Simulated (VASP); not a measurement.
A run of VASP 6.6.1 is set up as follows.

INCAR

```
SYSTEM = Ti
PREC = Accurate ; ENCUT = 520
EDIFF = 1E-7 ; ISMEAR = 1
SIGMA = 0.1 ; LREAL = Auto
LASPH = .True. ; NELM = 80
ALGO = Normal ; ISIF = 2
LWAVE = .False. ; LCHARG = .True.
GGA = PE ; LELF = .True.
LVHAR = .True. ; NBANDS = 110
```

The input KPOINTS:

```
regular mesh
0
Gamma
  4 4 2
  0 0 0
```

The input POSCAR:

```
Ti
1.0
    5.8787149790      0.0000000578      0.0000000000
   -2.9393575396      5.0911164846      0.0000000000
    0.0000000000      0.0000000000      9.2970418644
Ti
16
Direct
    0.1666666666      0.3333333334      0.1250000000
    0.3333333334      0.1666666666      0.3750000000
    0.1666666666      0.3333333334      0.6250000000
    0.3333333334      0.1666666666      0.8750000000
    0.1666666666      0.8333333333      0.1250000000
    0.3333333334      0.6666666666      0.3750000000
    0.1666666666      0.8333333333      0.6250000000
    0.3333333334      0.6666666666      0.8750000000
    0.6666666666      0.3333333334      0.1250000000
    0.8333333333      0.1666666666      0.3750000000
    0.6666666666      0.3333333334      0.6250000000
    0.8333333333      0.1666666666      0.8750000000
    0.6666666666      0.8333333333      0.1250000000
    0.8333333333      0.6666666666      0.3750000000
    0.6666666666      0.8333333333      0.6250000000
    0.8333333333      0.6666666666      0.8750000000
```

Potentials or basis: VASP PAW PBE potentials, release 64 (Ti_sv).

The run is started by

```console
$ cat potpaw_PBE.64/Ti_sv/POTCAR > POTCAR
$ mpirun -np 1 vasp_std > vasp.out
```

Q: Predict the band gap on the k mesh.

A: Zero (band 96 reaches 8.94 eV, above the bottom of band 97 at 8.09 eV).

Q: Predict the pressure.

A: -0.5 GPa.

Stress tensor (GPa, compression positive):
```
-0.32  0.00  0.00
 0.00 -0.32  0.00
 0.00  0.00 -0.85
```
